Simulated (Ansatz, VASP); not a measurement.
TePb: VASP beside Ansatz

The input INCAR:

```
SYSTEM = TePb
PREC = Accurate
ENCUT = 520
EDIFF = 1E-6
ISMEAR = -1
SIGMA = 0.02
LREAL = .False.
LASPH = .True.
NELM = 100
ALGO = Normal
ISIF = 2
LWAVE = .False.
LCHARG = .False.
GGA = PE
NBANDS = 28
```

File KPOINTS:

```
Automatic mesh
0
Gamma
  6 6 4
  0 0 0
```

The input POSCAR:

```
TePb
1.0
    5.4984073906     -0.0563586758      0.0000000000
   -2.7980117402      4.7899398185      0.0000000000
    0.0000000000      0.0000000000      6.5753564573
Pb Te
2 2
Direct
    0.3341748547      0.6667299691     -0.0620495095
    0.6658251453      0.3332700309      0.4379504905
    0.3363226412      0.6667574605      0.4370495095
    0.6636773588      0.3332425395      0.9370495095
```

Input for Ansatz:

```yaml
crystal:
  lattice:
    - [5.4984073906, -0.0563586758, 0.0]
    - [-2.7980117402, 4.7899398185, 0.0]
    - [0.0, 0.0, 6.5753564573]
  atoms:
    - { symbol: Pb, position: [0.3341748547, 0.6667299691, -0.0620495095] }
    - { symbol: Pb, position: [0.6658251453, 0.3332700309, 0.4379504905] }
    - { symbol: Te, position: [0.3363226412, 0.6667574605, 0.4370495095] }
    - { symbol: Te, position: [0.6636773588, 0.3332425395, 0.9370495095] }
kpoints:
  mp_grid: { grid: [6, 6, 4] }
  band_path:
    path:
      - [0.0, 0.0, 0.0]
      - [0.5, 0.0, 0.0]
      - [0.3333333333, 0.3333333333, 0.0]
      - [0.0, 0.0, 0.5]
      - [0.5, 0.0, 0.5]
      - [0.3333333333, 0.3333333333, 0.5]
      - [0.333333, 0.346354, 0.492188]
      - [0.333333, 0.348958, 0.494792]
    npoints: 1
hamiltonian:
  xc: pbe
scf:
  occupations: { method: fermi_dirac, width: 0.02 }
  n_extra_bands: 5
output:
  forces: true
  stress: true
  eigenvalues: true
```

Change from the starting cell: shear_xy strain -2.0%.

Alike in both runs: task single point; functional PBE; k mesh 6 × 6 × 4; occupations fermi-dirac, width 0.02 eV; no spin polarisation.

|  | VASP | Ansatz |
| --- | --- | --- |
| version | VASP 6.6.1 | Ansatz 0.2.0 |
| potentials or method | VASP PAW PBE potentials, release 64 (Pb_d, Te) | plane waves, PAW |
| plane-wave cutoff (eV) | 520 | 420 |
| valence electrons in the cell | 40 | 60 |

|  | VASP | Ansatz | Ansatz less VASP |
| --- | --- | --- | --- |
| gap on the k mesh at the Fermi level (eV) | 1.13 | 1.13 | -0.001 |
| pressure (GPa) | 0.5 | 0.6 | +0.04 |
| traceless stress, the component that is largest in VASP (GPa) | 0.07 | 0.07 | -0.001 |

VASP's potentials hold 40 valence electrons a cell and Ansatz's 60, so a difference there can come from the potentials and not from the codes.

Neither program's run includes spin-orbit coupling.
